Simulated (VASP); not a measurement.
Wanted: the native input for a VASP 6.6.1 run.

| Quantity | Value |
| --- | --- |
| Task | relaxation of cell and atoms |
| Functional | PBE |
| Potentials or basis | VASP PAW PBE potentials, release 64 (Tl_d, B, H) |
| Cutoff | 600 eV |
| k mesh | 12 × 12 × 6 |
| Occupations | gaussian, width 0.1 eV |
| Spin | no spin polarisation |
| Dipole correction | no |
| Further INCAR settings | ALGO = Normal; EDIFF = 1e-06; IBRION = 2; EDIFFG = -0.01; NSW = 100; ISIF = 3 |

The structure of TlBH lies in POSCAR:

```
TlBH
1.0
    3.6426356600      0.0000000000      0.0000000000
   -1.8213178300      3.1546150200      0.0000000000
    0.0000000000      0.0000000000      7.2262102900
Tl B H
2 2 2
Direct
    0.3333333300      0.6666666700      0.2500000000
    0.6666666700      0.3333333300      0.7500000000
    0.0000000000      0.0000000000      0.0000000000
    0.0000000000      0.0000000000      0.5000000000
    0.3333333300      0.6666666700      0.7500000000
    0.6666666700      0.3333333300      0.2500000000
```

The cell was built from a structure type or drawn by symmetry, and may not be a known phase.

These files were run (other wordings do the same):

INCAR

```
ALGO = Normal
EDIFF = 1E-6
EDIFFG = -0.01
ENCUT = 600
GGA = PE
IBRION = 2
ISIF = 3
ISMEAR = 0
LASPH = T
LCHARG = F
LREAL = F
LWAVE = F
NELM = 100
NSW = 100
PREC = Accurate
SIGMA = 0.1
```

KPOINTS

```
k-points
0
Gamma
  12 12 6
```

Potentials or basis: VASP PAW PBE potentials, release 64 (Tl_d, B, H).

The run is started by

```bash
$ cat potpaw_PBE.64/Tl_d/POTCAR potpaw_PBE.64/B/POTCAR potpaw_PBE.64/H/POTCAR > POTCAR
$ mpirun -np 1 vasp_std > vasp.out
```

It gave:

The relaxed volume is 13.52 Å³/atom. The relaxed cell is a = 3.762 Å, b = 3.762 Å, c = 6.620 Å, α = 90.00°, β = 90.00°, γ = 120.00°, the space group after relaxing (to 0.1 Å) is P6_3/mmc (No. 194) and the energy gained by relaxing is 24.4 meV/atom. The ionic steps are 5. The pressure after relaxing is -0.1 GPa and the band gap on the k mesh is zero (bands 17 and 18 overlap by 3.22 eV).

Caveat: spin-orbit coupling is left out, which moves the levels of the heavy elements.

Run time: 3.3 min on 1 thread of Intel(R) Xeon(R) 6975P-C (Granite Rapids), with other jobs on the host, peak memory 0.34 GiB.
